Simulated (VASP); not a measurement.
A run of VASP 6.6.1:

POSCAR

```
Sr
1.0
    0.0000000000      3.0423500000      3.0423500000
    3.0423500000      0.0000000000      3.0423500000
    3.0423500000      3.0423500000      0.0000000000
Sr
1
Direct
    0.0000000000      0.0000000000      0.0000000000
```

The input INCAR.step1:

```
  PREC = Accurate
  ENCUT = 520
  EDIFF = 1E-6
  ISMEAR = -1
  SIGMA = 0.08
  LREAL = False
  LASPH = True
  NELM = 60
  ALGO = Normal
  ISIF = 2
  LWAVE = False
  LCHARG = True
  GGA = PE
  NBANDS = 11
```

The input KPOINTS.step1:

```
regular mesh
0
Gamma
  10 10 10
```

INCAR.step2

```
  PREC = Accurate
  ENCUT = 520
  EDIFF = 1E-6
  ISMEAR = -5
  SIGMA = 0.08
  LREAL = False
  LASPH = True
  NELM = 60
  ALGO = Normal
  ISIF = 2
  LWAVE = False
  LCHARG = False
  GGA = PE
  LORBIT = 11
  NEDOS = 1001
  ICHARG = 11
```

KPOINTS.step2

```
regular mesh
0
Gamma
  15 15 15
```

Potentials or basis: VASP PAW PBE potentials, release 64 (Sr_sv).

Launch:

```bash
$ cat potpaw_PBE.64/Sr_sv/POTCAR > POTCAR
$ cp INCAR.step1 INCAR
$ cp KPOINTS.step1 KPOINTS
$ mpirun -np 1 vasp_std > vasp.out
$ cp INCAR.step2 INCAR
$ cp KPOINTS.step2 KPOINTS
$ mpirun -np 1 vasp_std > vasp.out
```

Hardware: 1 thread of Intel Xeon 8259CL (shared host).

**Question.** How long does it take, and how much memory?

**Answer.** Run time: 69 s on 1 thread of Intel Xeon 8259CL, with other jobs on the host, peak memory 0.21 GiB. Counts: k points 120.
